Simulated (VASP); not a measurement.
# Zn (Pm-3m) in VASP: a series of runs, part 2 of 2

VASP 6.6.1. The steps go on from the part before.

## 3. Relaxation of cell and atoms, LDA

This run uses another cell than the first one, of 16.43 Å³/atom, 1.023 times its volume.

The input, INCAR:

```
SYSTEM = Zn
  PREC = Accurate
  ENCUT = 500
  EDIFF = 1E-7
  ISMEAR = -1
  SIGMA = 0.1
  LREAL = .False.
  LASPH = .True.
  NELM = 120
  ALGO = Normal
  ISIF = 3
  LWAVE = .False.
  LCHARG = .False.
  IBRION = 2
  NSW = 80
  EDIFFG = -0.01
  GGA_COMPAT = .False.
  NELMIN = 4
```

The input, KPOINTS:

```
regular mesh
0
Gamma
  12 12 12
  0 0 0
```

The input, POSCAR:

```
Zn
1.0
    2.5420818099      0.0000000000      0.0000000000
    0.0000000000      2.5420818099      0.0000000000
    0.0000000000      0.0000000000      2.5420818099
Zn
1
Direct
    0.0000000000      0.0000000000      0.0000000000
```

Potentials or basis: VASP PAW LDA potentials, release 64 (Zn).

On the command line:

```
$ cat potpaw_LDA.64/Zn/POTCAR > POTCAR
$ mpirun -np 1 vasp_std > vasp.out
```

Wall time 19 s (1 thread of AMD EPYC 7R43 (Zen 3), shared host); peak memory 0.09 GiB.

The run converged. Its results:

* Free energy: -1.5857 eV
* Relaxed volume: 16.16 Å³/atom
* Relaxed cell: a = 2.528 Å, b = 2.528 Å, c = 2.528 Å, α = 90.00°, β = 90.00°, γ = 90.00°
* Space group after relaxing (to 0.05 Å): Pm-3m (No. 221)
* Energy gained by relaxing: 0.9 meV/atom
* Ionic steps: 2
* Pressure after relaxing: 0.0 GPa
* Band gap on the k mesh: zero (band 6 reaches 8.15 eV, above the bottom of band 7 at -0.60 eV)

Step by step:
```csv
step,energy change (eV),largest force (eV/Å),pressure (GPa),volume (Å³)
1,0.0000,0.0000,-1.11,16.43
2,-0.0009,0.0000,0.03,16.16
```

Final structure:
```
CELL_PARAMETERS angstrom
2.52807 0.00000 0.00000
0.00000 2.52807 0.00000
0.00000 0.00000 2.52807
ATOMIC_POSITIONS crystal
Zn 0.00000 0.00000 0.00000
```

Levels at points of the mesh, in eV from the Fermi level:
| k point | band 4 | band 5 | band 6 | band 7 | band 8 | band 9 |
| --- | --- | --- | --- | --- | --- | --- |
| (0.00, 0.00, 0.00) | -6.89 | -6.89 | -6.89 | 13.16 | 13.16 | 13.16 |
| (0.50, 0.00, 0.00) | -7.31 | -6.85 | -3.20 | -2.83 | 18.16 | 18.16 |
| (0.50, 0.50, 0.00) | -7.24 | -6.57 | 1.37 | 1.37 | 3.16 | 6.55 |
| (0.50, 0.50, 0.50) | -6.54 | -6.54 | 5.91 | 5.91 | 5.91 | 11.22 |

## 4. Single point, LDA, non-collinear spin, zero start, spin-orbit coupling

The input, INCAR:

```
ALGO = Normal
EDIFF = 1E-6
ENCUT = 500
GGA_COMPAT = F
ISIF = 2
ISMEAR = -1
LASPH = T
LCHARG = T
LORBIT = 11
LORBMOM = T
LREAL = F
LSORBIT = T
LVHAR = T
LWAVE = F
MAGMOM = 0 0 0
NBANDS = 23
NELM = 200
PREC = Accurate
SIGMA = 0.1
```

The input, KPOINTS:

```
k-points
0
Gamma
  12 12 12
```

The input, POSCAR:

```
Zn
1.0
    2.5225912199      0.0000000000      0.0000000000
    0.0000000000      2.5225912199      0.0000000000
    0.0000000000      0.0000000000      2.5225912199
Zn
1
Direct
    0.0000000000      0.0000000000      0.0000000000
```

Potentials or basis: VASP PAW LDA potentials, release 64 (Zn).

On the command line:

```
$ cat potpaw_LDA.64/Zn/POTCAR > POTCAR
$ mpirun -np 1 vasp_ncl > vasp.out
```

OUTCAR:

```text
EDIFF = 1E-6
   ENCUT = 500
   ISIF = 2
   ISMEAR = -1
   LASPH = T
   LORBIT = 11
   LREAL = F
   LSORBIT = T
   NELM = 200
   PREC = Accurate

 ion  position               nearest neighbor table
   1  0.000  0.000  0.000-

  LATTYP: Found a simple cubic cell.
 ALAT       =     2.5225912199

  Lattice vectors:

 A1 = (   2.5225912199,   0.0000000000,   0.0000000000)
 A2 = (   0.0000000000,   2.5225912199,   0.0000000000)
 A3 = (   0.0000000000,   0.0000000000,   2.5225912199)

Analysis of symmetry for initial positions (statically):
=====================================================================
 Subroutine PRICEL returns:
 Original cell was already a primitive cell.

 Routine SETGRP: Setting up the symmetry group for a
[... 868 lines left out ...]
  1         0.000   0.000   0.000
 ----------------------------------------
            0.000   0.000   0.000

 Spin-Orbit-Coupling matrix elements

 Ion:    1  E_soc:     -0.0089695
 l=   1
     0.0000000    -0.0004267    -0.0004267
    -0.0004267     0.0000000    -0.0004267
    -0.0004267    -0.0004267     0.0000000
 l=   2
     0.0000000    -0.0002002     0.0000000    -0.0002002    -0.0008680
    -0.0002002     0.0000000    -0.0006510    -0.0002002    -0.0002170
     0.0000000    -0.0006510     0.0000000    -0.0006510     0.0000000
    -0.0002002    -0.0002002    -0.0006510     0.0000000    -0.0002170
    -0.0008680    -0.0002170     0.0000000    -0.0002170     0.0000000
 l=   3
     0.0000000     0.0000000     0.0000000     0.0000000     0.0000000     0.0000000     0.0000000
     0.0000000     0.0000000     0.0000000     0.0000000     0.0000000     0.0000000     0.0000000
     0.0000000     0.0000000     0.0000000     0.0000000     0.0000000     0.0000000     0.0000000
     0.0000000     0.0000000     0.0000000     0.0000000     0.0000000     0.0000000     0.0000000
     0.0000000     0.0000000     0.0000000     0.0000000     0.0000000     0.0000000     0.0000000
     0.0000000     0.0000000     0.0000000     0.0000000     0.0000000     0.0000000     0.0000000
     0.0000000     0.0000000     0.0000000     0.0000000     0.0000000     0.0000000     0.0000000

 total charge

# of ion       s       p       d       tot
------------------------------------------
    1        0.704   0.405   9.723  10.833

 magnetization (x)

# of ion       s       p       d       tot
------------------------------------------
    1        0.000  -0.000  -0.000  -0.000

 magnetization (y)

# of ion       s       p       d       tot
------------------------------------------
    1       -0.000  -0.000  -0.000  -0.000

 magnetization (z)

# of ion       s       p       d       tot
------------------------------------------
    1       -0.000  -0.000  -0.000  -0.000
```

It took 50 s on 1 thread of AMD EPYC 7R43 (Zen 3), shared host; peak memory 0.12 GiB.

Results:

```yaml
Free_energy: -1.5900 eV
Pressure: 0.6 GPa
Net_moment: 0.00 μB per cell
Valence_electrons_inside_the_program's_atomic_spheres: Zn 10.83
```

Moments on the atoms (μB; x, y, z):
```
Zn  0.00 0.00 0.00
```

## 5. Overview

| task | spin | cell | gap on the mesh (eV) | pressure (GPa) |
| --- | --- | --- | --- | --- |
| single point | off | a = 2.523 Å, 1 atom | none | 0.6 |
| relaxation of cell and atoms | off | relaxed from a = 2.542 Å, 1 atom | none | 0.0 |
| single point | non-collinear, zero start, SOC | a = 2.523 Å, 1 atom | - | 0.6 |

Alike in all rows: level LDA; potentials or basis VASP PAW LDA potentials, release 64 (Zn); k mesh 12 × 12 × 12; cutoff (eV) 500; smearing fermi-dirac 0.1 eV.

Absolute energies hang on the potentials; compare differences alone.
